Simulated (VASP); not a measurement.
Crystal: AlO2.

```
Al O
1.0
     1.48816   -5.40283    0.00000
     1.48816    5.40283    0.00000
     0.00000    0.00000    3.64661
Al O
2 4
Direct
  0.66813 0.33187 0.75000
  0.33187 0.66813 0.25000
  0.06107 0.93893 0.75000
  0.93893 0.06107 0.25000
  0.29418 0.70582 0.75000
  0.70582 0.29418 0.25000
```

* Program: VASP 6.6.1
* Task: relaxation of cell and atoms
* Functional: PBEsol
* Potentials or basis: VASP PAW PBE potentials, release 64 (Al, O)
* Cutoff: 600 eV
* k mesh: 9 × 9 × 7
* Occupations: fermi-dirac, width 0.05 eV
* Spin: no spin polarisation

At the start: pressure -6.1 GPa; volume 9.77 Å³/atom.

**Question.** How do energy, volume and symmetry change on relaxing?

**Answer.** Over 17 steps the energy falls by 156.8 meV/atom and the volume is 8.58 Å³/atom (-12.2 %); space group Cmcm (No. 63, to 0.1 Å) before and after.

Step by step:
```csv
step,energy change (eV),largest force (eV/Å),pressure (GPa),volume (Å³)
1,0.0000,0.6503,-6.15,58.64
2,-0.1049,1.2506,2.32,55.51
3,-0.1100,1.4352,5.19,54.63
4,-0.1767,1.6188,5.99,54.00
5,-0.4214,2.0733,8.65,52.12
6,-0.7352,0.8138,16.59,48.49
7,-0.8423,0.2893,10.19,49.05
8,-0.8487,0.5016,8.31,49.23
9,-0.8945,0.2743,5.35,49.91
10,-0.9296,0.2811,-0.50,51.43
11,-0.9299,0.2517,-0.04,51.30
12,-0.9364,0.1319,-0.13,51.40
13,-0.9393,0.0932,-0.21,51.51
14,-0.9399,0.0584,-0.09,51.48
15,-0.9404,0.0504,0.14,51.43
16,-0.9405,0.0162,-0.03,51.46
17,-0.9405,0.0048,-0.09,51.47
```

Final structure:
```yaml
crystal:
  lattice:
    - [1.45660, -4.92001, 0.00000]
    - [1.45660, 4.92001, 0.00000]
    - [0.00000, 0.00000, 3.59068]
  atoms:
    - { symbol: Al, position: [0.66162, 0.33838, 0.75000] }
    - { symbol: Al, position: [0.33838, 0.66162, 0.25000] }
    - { symbol: O, position: [0.02826, 0.97174, 0.75000] }
    - { symbol: O, position: [0.97174, 0.02826, 0.25000] }
    - { symbol: O, position: [0.29512, 0.70488, 0.75000] }
    - { symbol: O, position: [0.70488, 0.29512, 0.25000] }
```

Caveat: the PAW data sets were made with another functional, which shifts forces and pressure a little.
